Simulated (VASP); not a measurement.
Crystal: In3GaP4.

```
In Ga P
1.0
     3.95671    0.00000    0.00000
     0.00000    3.95671    0.00000
     0.00000    0.00000   11.19127
In Ga P
3 1 4
Cartesian
  0.0000 0.0000 8.3935
  0.0000 0.0000 2.7978
  1.9784 1.9784 5.5956
  1.9784 1.9784 0.0000
  0.0000 0.0000 0.0000
  1.9784 1.9784 2.7978
  0.0000 0.0000 5.5956
  1.9784 1.9784 8.3935
```

| Item | Value |
| --- | --- |
| Program | VASP 6.6.1 |
| Task | relaxation of cell and atoms |
| Functional | PBE |
| Potentials or basis | VASP PAW PBE potentials, release 64 (In_d, Ga_d, P) |
| Cutoff | 600 eV |
| k mesh | 4 × 4 × 2 |
| Occupations | gaussian, width 0.1 eV |
| Spin | no spin polarisation |

At the start: pressure -4.1 GPa; volume 21.90 Å³/atom.

**Question.** How do energy, volume and symmetry change on relaxing?

**Answer.** Over 14 steps the energy falls by 44.3 meV/atom and the volume is 20.48 Å³/atom (-6.5 %); space group P4/mmm (No. 123, to 0.05 Å).

Step by step:
| step | energy change (eV) | largest force (eV/Å) | pressure (GPa) | volume (Å³) |
| --- | --- | --- | --- | --- |
| 1 | 0.0000 | 0.1220 | -4.08 | 175.21 |
| 2 | -0.2020 | 0.2938 | 0.85 | 161.42 |
| 3 | -0.2033 | 0.2756 | 0.44 | 162.31 |
| 4 | -0.2383 | 0.3752 | 0.54 | 162.10 |
| 5 | -0.2549 | 0.4604 | 1.02 | 161.68 |
| 6 | -0.2569 | 0.4343 | 0.87 | 161.79 |
| 7 | -0.2828 | 0.3904 | -0.26 | 164.21 |
| 8 | -0.2894 | 0.3852 | -1.18 | 166.50 |
| 9 | -0.3103 | 0.3294 | -1.10 | 166.33 |
| 10 | -0.3400 | 0.1846 | -0.71 | 165.84 |
| 11 | -0.3523 | 0.1183 | -0.14 | 164.25 |
| 12 | -0.3541 | 0.0845 | 0.19 | 163.39 |
| 13 | -0.3548 | 0.0447 | -0.01 | 163.75 |
| 14 | -0.3548 | 0.0346 | -0.06 | 163.85 |

Final structure:
```xyz
8
Lattice="3.9330 0.0000 0.0000 0.0000 3.9330 0.0000 0.0000 0.0000 10.5924" Properties=species:S:1:pos:R:3 pbc="T T T"
In    0.0000    0.0000    7.9960
In    0.0000    0.0000    2.5964
In    1.9665    1.9665    5.2962
Ga    1.9665    1.9665    0.0000
P     0.0000    0.0000    0.0000
P     1.9665    1.9665    2.4543
P     0.0000    0.0000    5.2962
P     1.9665    1.9665    8.1381
```

Caveat: the k points lie up to 0.40 Å⁻¹ apart in the final cell; spin-orbit coupling is left out, which moves the levels of the heavy elements.
